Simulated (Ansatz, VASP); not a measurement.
## Si2W in VASP and in Ansatz

Contents of INCAR:

```
SYSTEM = Si2W
  ALGO = Normal
  EDIFF = 1E-7
  ENCUT = 520
  GGA = PE
  ISIF = 2
  ISMEAR = 0
  LASPH = .True.
  LCHARG = .True.
  LELF = .True.
  LREAL = .False.
  LVHAR = .True.
  LWAVE = .False.
  NBANDS = 43
  NELM = 60
  PREC = Accurate
  SIGMA = 0.03
```

The input KPOINTS:

```
k-points
0
Gamma
  9 9 6
  0 0 0
```

The input POSCAR:

```
Si2W
1.0
    4.5428566490      0.0000000000      0.0000000000
   -2.2714283245      3.9342292638      0.0000000000
    0.0000000000      0.0000000000      6.8578963974
Si W
6 3
Direct
    0.8363432358      0.6726864716      0.5000000000
    0.1636567642      0.8363432358      0.8333333333
    0.6726864716      0.8363432358      0.1666666667
    0.1636567642      0.3273135284      0.5000000000
    0.8363432358      0.1636567642      0.8333333333
    0.3273135284      0.1636567642      0.1666666667
    0.0000000000      0.5000000000      0.1666666667
    0.5000000000      0.5000000000      0.8333333333
    0.5000000000      0.0000000000      0.5000000000
```

Input for Ansatz:

```yaml
crystal:
  lattice:
    - [4.542856649, 0.0, 0.0]
    - [-2.2714283245, 3.9342292638, 0.0]
    - [0.0, 0.0, 6.8578963974]
  atoms:
    - { symbol: Si, position: [0.8363432358, 0.6726864716, 0.5] }
    - { symbol: Si, position: [0.1636567642, 0.8363432358, 0.8333333333] }
    - { symbol: Si, position: [0.6726864716, 0.8363432358, 0.1666666667] }
    - { symbol: Si, position: [0.1636567642, 0.3273135284, 0.5] }
    - { symbol: Si, position: [0.8363432358, 0.1636567642, 0.8333333333] }
    - { symbol: Si, position: [0.3273135284, 0.1636567642, 0.1666666667] }
    - { symbol: W, position: [0.0, 0.5, 0.1666666667] }
    - { symbol: W, position: [0.5, 0.5, 0.8333333333] }
    - { symbol: W, position: [0.5, 0.0, 0.5] }
basis:
  ecutwfc: 420
kpoints:
  mp_grid: { grid: [9, 9, 6] }
hamiltonian:
  xc: pbe
  pseudopotentials: { kind: paw, azcp: { folder: soft_1 } }
scf:
  occupations: { method: gaussian, width: 0.03 }
output:
  forces: true
  stress: true
  eigenvalues: true
```

Alike in both runs: task single point; functional PBE; k mesh 9 × 9 × 6; occupations gaussian, width 0.03 eV; no spin polarisation.

|  | VASP | Ansatz |
| --- | --- | --- |
| version | VASP 6.6.1 | Ansatz 0.2.0 |
| potentials or method | VASP PAW PBE potentials, release 64 (Si, W_sv), cutoff 520 eV | scalar-relativistic, plane waves, PAW |
| valence electrons in the cell | 66 | 66 |

```tsv
	VASP	Ansatz	Ansatz less VASP
gap on the k mesh at the Fermi level (eV)	0.31	0.31	0.000
least direct gap on the mesh (eV)	0.85	0.85	0.000
pressure (GPa)	0.2	0.1	-0.03
traceless stress, the component that is largest in VASP (GPa)	-7.57	-7.56	+0.004
rms of the force components (eV/Å)	0.026	0.027	+0.0013
```

Atom by atom the forces differ by 0.001 eV/Å (rms over components).

Spin-orbit coupling is off throughout.
